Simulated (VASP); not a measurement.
# CuO in VASP: notebook

The runs below take CuO through single point, with PBE.

All numbers are computed with VASP 6.6.1; they aren't measurements. Logs are shortened: lines on timing, memory, paths and dates and some standing lists are left out, and cuts for length are marked.

## 1. The cell of the first run

The typed cell holds 4 atoms: a = 3.076 Å, b = 3.076 Å, c = 5.208 Å, α = 90.00°, β = 90.00°, γ = 89.98°.

## 2. Single point, PBE (volume scaled by 1.10, then relaxed in part)

INCAR reads:

```
SYSTEM = CuO
ALGO = Normal
EDIFF = 1E-6
ENCUT = 520
GGA = PE
ISIF = 2
ISMEAR = 0
LASPH = .TRUE.
LCHARG = .FALSE.
LREAL = .FALSE.
LWAVE = .FALSE.
NBANDS = 25
NELM = 80
PREC = Accurate
SIGMA = 0.1
```

KPOINTS reads:

```
k-points
0
G
  14 14 8
  0 0 0
```

POSCAR reads:

```
CuO
1.0
    2.1686246290     -2.1747007238      0.1700532586
    2.1686246290      2.1747007238      0.1700532586
   -0.4073544563      0.0000000000      5.1915860749
Cu O
2 2
Direct
    0.0000000000      0.5000000000      0.0000000000
    0.5000000000      0.0000000000      0.5000000000
    0.5000112579      0.4999887421      0.2500000000
    0.4999887421      0.5000112579      0.7500000000
```

Potentials or basis: VASP PAW PBE potentials, release 64 (Cu, O).

Command:

```sh
cat potpaw_PBE.64/Cu/POTCAR potpaw_PBE.64/O/POTCAR > POTCAR
mpirun -np 1 vasp_std > vasp.out
```

OUTCAR:

```text
SYSTEM = CuO
   EDIFF = 1E-6
   ENCUT = 520
   GGA = PE
   ISIF = 2
   ISMEAR = 0
   LASPH = .TRUE.
   LREAL = .FALSE.
   NELM = 80
   PREC = Accurate

 ion  position               nearest neighbor table
   1  0.000  0.500  0.000-   3 2.01   4 2.01   4 2.02   3 2.02
   2  0.500  0.000  0.500-   4 2.01   3 2.01   4 2.02   3 2.02
   3  0.500  0.500  0.250-   2 2.01   1 2.01   2 2.02   1 2.02
   4  0.500  0.500  0.750-   1 2.01   2 2.01   2 2.02   1 2.02

  LATTYP: Found a base centered monoclinic cell.
 ALAT       =     4.3505635921
 B/A-ratio  =     0.9997328749
 C/A-ratio  =     1.1969812289
 COS(beta)  =    -0.0000487980

  Lattice vectors:

 A1 = (   2.1686246290,  -2.1747007238,   0.1700532586)
 A2 = (   2.1686246290,   2.1747007238,   0.1700532586)
 A3 = (  -0.4073544563,   0.0000000000,   5.1915860749)

Analysis of symmetry for initial positions (statically):
=====================================================================
 Subroutine PRICEL returns:
 Original cell was already a primitive cell.

 Routine SETGRP: Setting up the symmetry group for a
 base centered monoclinic supercell.

 Subroutine GETGRP returns: Found  4 space group operations
 (whereof  2 operations were pure point group operations)
 out of a pool of  4 trial point group operations.

The static configuration has the point symmetry S_2 .
 The point group associated with its full space group is C_2h.

Analysis of symmetry for dynamics (positions and initial velocities):
=====================================================================
 Subroutine PRICEL returns:
 Original cell was already a primitive cell.

 Routine SETGRP: Setting up the symmetry group for a
 base centered monoclinic supercell.

 Subroutine GETGRP returns: Found  4 space group operations
 (whereof  2 operations were pure point group operations)
 out of a pool of  4 trial point group operations.

The dynamic configuration has the point symmetry S_2 .
 The point group associated with its full space group is C_2h.

 Subroutine INISYM returns: Found  4 space group operations
 (whereof  2 operations are pure point group operations),
 and found     1 'primitive' translations

----------------------------------------------------------------------------------------

                                     Primitive cell

  volume of cell :      49.2695

  direct lattice vectors                    reciprocal lattice vectors
     2.168624629 -2.174700724  0.170053259     0.229150958 -0.229916694  0.017980182
     2.168624629  2.174700724  0.170053259     0.229150958  0.229916694  0.017980182
    -0.407354456  0.000000000  5.191586075    -0.015011931  0.000000000  0.191441461

  length of vectors
     3.075902165  3.075902165  5.207542955     0.325107881  0.325107881  0.192029141

  position of ions in fractional coordinates (direct lattice)
     0.000000000  0.500000000  0.000000000
     0.500000000  0.000000000  0.500000000
     0.500011258  0.499988742  0.250000000
     0.499988742  0.500011258  0.750000000

  ion indices of the primitive-cell ions
   primitive index   ion index
                 1           1
                 2           2
                 3           3
                 4           4

----------------------------------------------------------------------------------------

 KPOINTS: k-points

Automatic generation of k-mesh.
 Grid dimensions read from file:
 generate k-points for:   14   14    8

 Generating k-lattice:

  Cartesian coordinates                     Fractional coordinates (reciprocal lattice)
     0.016367926 -0.016422621  0.001284299     0.071428571  0.000000000  0.000000000
     0.016367926  0.016422621  0.001284299     0.000000000  0.071428571  0.000000000
    -0.001876491  0.000000000  0.023930183     0.000000000  0.000000000  0.125000000

  Length of vectors
     0.023221992  0.023221992  0.024003643

  Shift w.r.t. Gamma in fractional coordinates (k-lattice)
     0.000000000  0.000000000  0.000000000

 Subroutine IBZKPT returns following result:
 ===========================================

 Found    429 irreducible k-points:

 Following reciprocal coordinates:
            Coordinates               Weight
  0.000000  0.000000  0.000000      1.000000
  0.071429 -0.000000  0.000000      4.000000
  0.142857 -0.000000  0.000000      4.000000
  0.214286 -0.000000  0.000000      4.000000
  0.285714 -0.000000  0.000000      4.000000
  0.357143 -0.000000  0.000000      4.000000
[... 16 lines left out ...]
  0.214286  0.142857  0.000000      4.000000
  0.285714  0.142857  0.000000      4.000000
 [... further k-points ...]
   k-points           NKPTS =    429   k-points in BZ     NKDIM =    429   number of bands    NBANDS=     25
   number of dos      NEDOS =    301   number of ions     NIONS =      4
   total plane-waves  NPLWV =  23040
   dimension x,y,z NGX =    24 NGY =   24 NGZ =   40
   dimension x,y,z NGXF=    48 NGYF=   48 NGZF=   80
   ions per type =               2   2
   NGX,Y,Z   is equivalent  to a cutoff of  12.97, 12.97, 12.77 a.u.
   NGXF,Y,Z  is equivalent  to a cutoff of  25.94, 25.94, 25.54 a.u.
 SYSTEM =  CuO
   PREC   = accura    normal or accurate (medium, high low for compatibility)
   ISTART =      0    job   : 0-new  1-cont  2-samecut
   ICHARG =      2    charge: 1-file 2-atom 10-const
   ISPIN  =      1    spin polarized calculation?
   LNONCOLLINEAR =      F non collinear calculations
   LSORBIT =      F    spin-orbit coupling
   LASPH  =      T    aspherical Exc in radial PAW
   ENCUT  =  520.0 eV  38.22 Ry    6.18 a.u.   5.72  5.72  9.68*2*pi/ulx,y,z
   NELM   =     80;   NELMIN=  2; NELMDL= -5     # of ELM steps
   EDIFF  = 0.1E-05   stopping-criterion for ELM
   LREAL  =      F    real-space projection
   EDIFFG = 0.1E-04   stopping-criterion for IOM
   NSW    =      0    number of steps for IOM
   IBRION =     -1    ionic relax: 0-MD 1-quasi-New 2-CG
   NFREE  =      0    steps in history (QN), initial steepest desc. (CG)
   ISIF   =      2    stress and relaxation
   ISYM   =      2    0-nonsym 1-usesym 2-fastsym
   POTIM  = 0.5000    time-step for ionic-motion
   TEBEG  =    0.0;   TEEND  =   0.0 temperature during run
   PSTRESS=    0.0 pullay stress
   NELECT =      34.0000    total number of electrons
   NUPDOWN=      -1.0000    fix difference up-down
   EMIN   =  10.00;   EMAX   =-10.00  energy-range for DOS
   EFERMI =   0.00;   METHOD = LEGACY
   ISMEAR =     0;   SIGMA  =   0.10  broadening in eV -4-tet -1-fermi 0-gaus
   EFERMI_NEDOS =   21; number of points for ismear=-14 and -15
   IALGO  =     38    algorithm
   IMIX   =      4    mixing-type and parameters
     AMIX     =   0.40;   BMIX     =  1.00
     AMIX_MAG =   1.60;   BMIX_MAG =  1.00
  volume/ion in A,a.u.               =      12.32        83.12
  Fermi-wavevector in a.u.,A,eV,Ry     =   1.446689  2.733846 28.475756  2.092909
  Thomas-Fermi vector in A             =   2.564729
   LORBIT       =      0    0 simple, 1 ext, 2 COOP (PROOUT), +10 PAW based schemes
   GGA     = PE    functional components
   LHFCALC =     F    Hartree Fock is set to
   AEXX    =    0.0000 exact exchange contribution
   IVDW    =     0    specifies the selected vdW correction
   LEPSILON=     F    determine dielectric tensor
   LRPA    =     F    only Hartree local field effects (RPA)
 non-spin polarized calculation
 Gauss-broadening in eV      SIGMA  =   0.10
  energy-cutoff  :      520.00
  volume of cell :       49.27
 maximum number of plane-waves:      1346
   NGX = 11   NGY = 11   NGZ = 19

 number of electron      33.9999964 magnetization

 Free energy of the ion-electron system (eV)
  ---------------------------------------------------
  ext. energy  EPLUGINS =         0.00000000
  ---------------------------------------------------
  free energy    TOTEN  =       -19.59404337 eV

  energy without entropy =      -19.58179893  energy(sigma->0) =      -19.58792115

 E-fermi :   3.6646     XC(G=0): -10.7297

 val. band max:        3.6591288097   @ k =   0.4286   0.0714   0.1250
 cond. band min:       3.6655012572   @ k =   0.0714   0.0714   0.5000
 fundamental gap:      0.0063724475
 Fermi energy:         3.6646257499

 k-point     1 :       0.0000    0.0000    0.0000
  band No.  band energies     occupation
      1     -15.3323      2.00000
      2     -14.1723      2.00000
      3      -3.4892      2.00000
      4      -1.1715      2.00000
      5      -1.1710      2.00000
      6       0.4441      2.00000
[... 17 lines left out ...]
     24      17.3416      0.00000
     25      17.7355      0.00000

 k-point     2 :       0.0714   -0.0000    0.0000
  band No.  band energies     occupation
      1     -15.3118      2.00000
      2     -14.1665      2.00000
      3      -3.4488      2.00000
      4      -1.1829      2.00000
      5      -1.1599      2.00000
      6       0.0887      2.00000
[... 17 lines left out ...]
     24      17.3980      0.00000
     25      17.7551      0.00000

 k-point     3 :       0.1429   -0.0000    0.0000
  band No.  band energies     occupation
      1     -15.2541      2.00000
      2     -14.1504      2.00000
      3      -3.3330      2.00000
      4      -1.2094      2.00000
      5      -1.1280      2.00000
      6      -0.4915      2.00000
[... 17 lines left out ...]
     24      17.5204      0.00000
     25      17.7515      0.00000

 k-point     4 :       0.2143   -0.0000    0.0000
  band No.  band energies     occupation
      1     -15.1686      2.00000
      2     -14.1273      2.00000
      3      -3.1589      2.00000
      4      -1.2306      2.00000
      5      -1.1193      2.00000
      6      -1.0809      2.00000
[... 17 lines left out ...]
     24      17.5752      0.00000
     25      17.5945      0.00000
[... 477 lines left out ...]
 k-point    22 :       0.1429    0.1429    0.0000
  band No.  band energies     occupation
      1     -15.1773      2.00000
      2     -14.1299      2.00000
      3      -3.1758      2.00000
      4      -1.1921      2.00000
      5      -1.1295      2.00000
      6      -0.6127      2.00000
[... 17 lines left out ...]
     24      16.0890      0.00000
     25      17.9030      0.00000

 k-point    23 :       0.2143    0.1429    0.0000
  band No.  band energies     occupation
      1     -15.0933      2.00000
      2     -14.1076      2.00000
      3      -3.0000      2.00000
      4      -1.1979      2.00000
      5      -1.1051      2.00000
      6      -1.0846      2.00000
[... 17 lines left out ...]
     24      15.6535      0.00000
     25      17.8900      0.00000

 k-point    24 :       0.2857    0.1429    0.0000
  band No.  band energies     occupation
      1     -14.9974      2.00000
      2     -14.0830      2.00000
      3      -2.7935      2.00000
      4      -1.6506      2.00000
      5      -1.1822      2.00000
      6      -1.0258      2.00000
[... 17 lines left out ...]
     24      15.6908      0.00000
     25      17.5609      0.00000

 [... further k-points ...]
[... 5 lines left out ...]
  --------------------------------------------------------------------------------------
  -------------------------------------------------------------------------------------
  Total       -3.1512774     -3.1492595     -3.0997212      0.0000000      0.0000000     -0.0038068
  in kB     -102.4753331   -102.4097146   -100.7987941      0.0000000      0.0000000     -0.1237924
  external PRESSURE =    -101.8946139 kB  Pullay stress =       0.0000000 kB

 VOLUME and BASIS-vectors are now :
 -----------------------------------------------------------------------------
  energy-cutoff  :      520.00
  volume of cell :       49.27
      direct lattice vectors                 reciprocal lattice vectors
     2.168624629 -2.174700724  0.170053259     0.229150958 -0.229916694  0.017980182
     2.168624629  2.174700724  0.170053259     0.229150958  0.229916694  0.017980182
    -0.407354456  0.000000000  5.191586075    -0.015011931  0.000000000  0.191441461

 POSITION                                       TOTAL-FORCE (eV/Angst)
 -----------------------------------------------------------------------------------
      1.08431      1.08735      0.08503         0.000000     -0.000000     -0.000000
      0.88064     -1.08735      2.68082         0.000000     -0.000000     -0.000000
      2.06679     -0.00005      1.46795        -0.000000      0.000043      0.000000
      1.86311      0.00005      4.06374         0.000000     -0.000043     -0.000000
 -----------------------------------------------------------------------------------
    total drift:                                0.000000      0.000000     -0.000000

  FREE ENERGIE OF THE ION-ELECTRON SYSTEM (eV)
  ---------------------------------------------------
  free  energy   TOTEN  =       -19.5940433745 eV

  energy  without entropy=      -19.5817989259  energy(sigma->0) =      -19.58792115
```

Run time: 7.9 min. Hardware: 1 thread of AMD EPYC 7R43 (Zen 3), shared host; peak memory 0.46 GiB.

Results:

```
Free energy            : -19.5940 eV
Pressure               : -10.2 GPa
Band gap on the k mesh : zero (band 17 reaches 4.29 eV, above the bottom of band 18 at 3.09 eV)
```

Stress tensor (GPa, compression positive):
```
-10.25   0.00  -0.01
  0.00 -10.24   0.00
 -0.01   0.00 -10.08
```

Levels at points of the mesh, in eV from the Fermi level:
```
           k point  band 14  band 15  band 16  band 17  band 18  band 19  band 20  band 21
(0.00, 0.00, 0.00)    -2.04    -1.88    -1.62     0.62     0.62     1.15     5.94     6.91
(0.50, 0.00, 0.00)    -1.67    -1.43    -1.34     0.19     0.46     4.06     5.45     5.89
(0.50, 0.50, 0.00)    -2.10    -1.57    -1.13    -1.13     0.98     2.38     7.26     9.10
(0.00, 0.00, 0.50)    -1.98    -1.42    -1.42     0.13     0.13     3.19     3.19    11.26
(0.50, 0.00, 0.50)    -2.08    -1.82    -1.68    -0.27     0.62     4.44     5.53     7.74
(0.50, 0.50, 0.50)    -1.63    -1.32    -1.32    -0.57    -0.57     4.14     4.14     9.41
```

Caveat: the cell differs from its parent crystal (volume scaled by 1.10, then relaxed in part); semilocal functionals often make such compounds metallic where correlation or magnetic order opens a gap, which also shifts bond lengths.

## 3. Single point, PBE

This run uses another cell than the first one, of 11.20 Å³/atom, 0.909 times its volume.

INCAR reads:

```
ALGO = Normal
EDIFF = 1E-6
ENCUT = 520
GGA = PE
ISIF = 2
ISMEAR = 0
LASPH = T
LCHARG = F
LREAL = F
LWAVE = F
NBANDS = 25
NELM = 80
PREC = Accurate
SIGMA = 0.1
```

KPOINTS reads:

```
k-points
0
Gamma
  16 16 8
```

POSCAR reads:

```
CuO
1.0
    2.0814200154     -2.0824187308      0.1629648370
    2.0814200154      2.0824187308      0.1629648370
   -0.4035310709      0.0000000000      5.1352740609
Cu O
2 2
Direct
    0.0000000000      0.5000000000      0.0000000000
    0.5000000000      0.0000000000      0.5000000000
    0.5000828437      0.4999171563      0.2500000000
    0.4999171563      0.5000828437      0.7500000000
```

Potentials or basis: VASP PAW PBE potentials, release 64 (Cu, O).

Command:

```sh
cat potpaw_PBE.64/Cu/POTCAR potpaw_PBE.64/O/POTCAR > POTCAR
mpirun -np 1 vasp_std > vasp.out
```

Wall time 14 min (1 thread of Intel Xeon Platinum 8375C at 2.90GHz (Ice Lake), shared host); peak memory 0.57 GiB.

The run converged. Its results:

```
Free energy            : -19.7362 eV
Pressure               : 0.7 GPa
Band gap on the k mesh : zero (band 17 reaches 5.43 eV, above the bottom of band 18 at 4.25 eV)
```

Stress tensor (GPa, compression positive):
```
 0.55  0.00 -0.03
 0.00  0.59  0.00
-0.03  0.00  0.96
```

Levels at points of the mesh, in eV from the Fermi level:
```tsv
k point	band 13	band 14	band 15	band 16	band 17	band 18	band 19	band 20	band 21	band 22
(0.00, 0.00, 0.00)	-2.39	-2.37	-2.28	-1.90	0.65	0.66	1.37	6.08	7.25	13.14
(0.50, 0.00, 0.00)	-2.28	-1.89	-1.58	-1.50	0.20	0.45	3.74	5.81	6.41	10.87
(0.50, 0.50, 0.00)	-2.35	-2.35	-1.62	-1.21	-1.21	1.10	2.15	7.19	9.75	9.79
(0.00, 0.00, 0.50)	-2.26	-2.26	-1.56	-1.56	0.10	0.10	3.44	3.44	11.60	11.60
(0.50, 0.00, 0.50)	-2.38	-2.34	-2.02	-1.83	-0.19	0.66	4.33	5.83	8.24	8.62
(0.50, 0.50, 0.50)	-1.90	-1.90	-1.43	-1.43	-0.53	-0.53	4.01	4.01	10.36	10.36
```

Caveat: semilocal functionals often make such compounds metallic where correlation or magnetic order opens a gap, which also shifts bond lengths.
